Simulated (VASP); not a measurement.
A run of VASP 6.6.1 is set up as follows.

Contents of POSCAR:

```
Fe
1.0
   -1.4153985770      1.4153985770      1.4153985770
    1.4153985770     -1.4153985770      1.4153985770
    1.4153985770      1.4153985770     -1.4153985770
Fe
1
Direct
    0.0000000000      0.0000000000      0.0000000000
```

Contents of INCAR.step1:

```
SYSTEM = Fe
ALGO = Normal
EDIFF = 1E-6
ENCUT = 520
GGA = PE
ISIF = 2
ISMEAR = 0
ISPIN = 2
LASPH = .True.
LCHARG = .True.
LMAXMIX = 4
LREAL = .False.
LWAVE = .False.
MAGMOM = 2.43
NBANDS = 14
NELM = 150
PREC = Accurate
SIGMA = 0.05
```

Contents of KPOINTS.step1:

```
k-points
0
Gamma
  20 20 20
  0 0 0
```

File INCAR.step2:

```
SYSTEM = Fe
ALGO = Normal
EDIFF = 1E-6
ENCUT = 520
GGA = PE
ICHARG = 11
ISIF = 2
ISMEAR = -5
ISPIN = 2
LASPH = .True.
LCHARG = .False.
LMAXMIX = 4
LORBIT = 11
LREAL = .False.
LWAVE = .False.
MAGMOM = 2.43
NBANDS = 14
NEDOS = 2001
NELM = 150
PREC = Accurate
SIGMA = 0.05
```

KPOINTS.step2

```
k-points
0
Gamma
  30 30 30
  0 0 0
```

Potentials or basis: VASP PAW PBE potentials, release 64 (Fe).

The run is started by

```sh
$ cat potpaw_PBE.64/Fe/POTCAR > POTCAR
$ cp INCAR.step1 INCAR
$ cp KPOINTS.step1 KPOINTS
$ mpirun -np 1 vasp_std > vasp.out
$ cp INCAR.step2 INCAR
$ cp KPOINTS.step2 KPOINTS
$ mpirun -np 1 vasp_std > vasp.out
```

Q: Estimate the net moment.

A: 2.20 μB per cell.

Q: Estimate the site moments.

A: Fe +2.19 μB.
